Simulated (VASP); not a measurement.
Set up this calculation in VASP 6.6.1, as the native input.

```yaml
Task: single point
Functional: PBE
Potentials_or_basis: VASP PAW PBE potentials, release 64 (Si, C)
Cutoff: 520 eV
k_mesh: 9 × 5 × 3
Occupations: gaussian, width 0.05 eV
Spin: no spin polarisation
Dipole_correction: no
Further_INCAR_settings: LREAL = Auto; ALGO = Normal; EDIFF = 1e-06; NBANDS = 46
```

The structure of SiC lies in POSCAR:

```
SiC
1.0
    1.5458832036     -2.6775482513      0.0000000000
    0.0000000000      0.0000000000     -5.0740211774
    9.4040712929      5.1320567331      0.4226659641
Si C
8 8
Direct
    0.4305833333      1.0648531354      0.8333333333
   -0.0069416667      1.0023781354      0.0833333333
    0.4722333333      1.0232031354      0.3333333333
   -0.0485916667      1.0440281354      0.5833333333
   -0.0763583333      0.5717948020      0.9166666667
    0.4861166667      0.5093198020      0.1666666667
   -0.0347083333      0.5301448020      0.4166666667
    0.4444666667      0.5509698020      0.6666666667
    0.4305833333      0.6889801980      0.8333333333
   -0.0069416667      0.6265051980      0.0833333333
    0.4722333333      0.6473301980      0.3333333333
   -0.0485916667      0.6681551980      0.5833333333
   -0.0763583333      0.1959218646      0.9166666667
    0.4861166667      0.1334468646      0.1666666667
   -0.0347083333      0.1542718646      0.4166666667
    0.4444666667      0.1750968646      0.6666666667
```

This cell differs from its parent crystal: the part above a cut slid along it.

These files were run (other wordings do the same):

INCAR

```
SYSTEM = SiC
PREC     = Accurate       ! precision mode
ENCUT    = 520            ! plane-wave cutoff, eV
EDIFF    = 1E-6           ! SCF threshold, eV
ISMEAR   = 0              ! smearing method
SIGMA    = 0.05           ! smearing width, eV
LREAL    = Auto         
LASPH    = .TRUE.         ! aspherical terms in the spheres
NELM     = 100            ! most SCF steps
ALGO     = Normal         ! electronic algorithm
ISIF     = 2              ! what is computed and relaxed
LWAVE    = .FALSE.        ! write WAVECAR
LCHARG   = .FALSE.        ! write CHGCAR
GGA      = PE             ! functional
NBANDS   = 46             ! bands
```

KPOINTS

```
Automatic mesh
0
G
  9 5 3
  0 0 0
```

Potentials or basis: VASP PAW PBE potentials, release 64 (Si, C).

The run is started by

```sh
$ cat potpaw_PBE.64/Si/POTCAR potpaw_PBE.64/C/POTCAR > POTCAR
$ mpirun -np 1 vasp_std > vasp.out
```

It gave:

```json
{"Pressure": "0.2 GPa", "Largest force": "2.181 eV/Å", "Band gap on the k mesh": "1.98 eV (least direct gap 2.48 eV)"}
```

Caveat: the cell differs from its parent crystal (the part above a cut slid along it); the stress differs along the axes, from -2 to 3 GPa; forces of over 1 eV/Å act on the atoms, so gaps and moduli don't describe the material at rest.

Wall time 19 min on 1 thread of Oxide Virtual Turin-like Processor (shared host), peak memory 0.43 GiB.
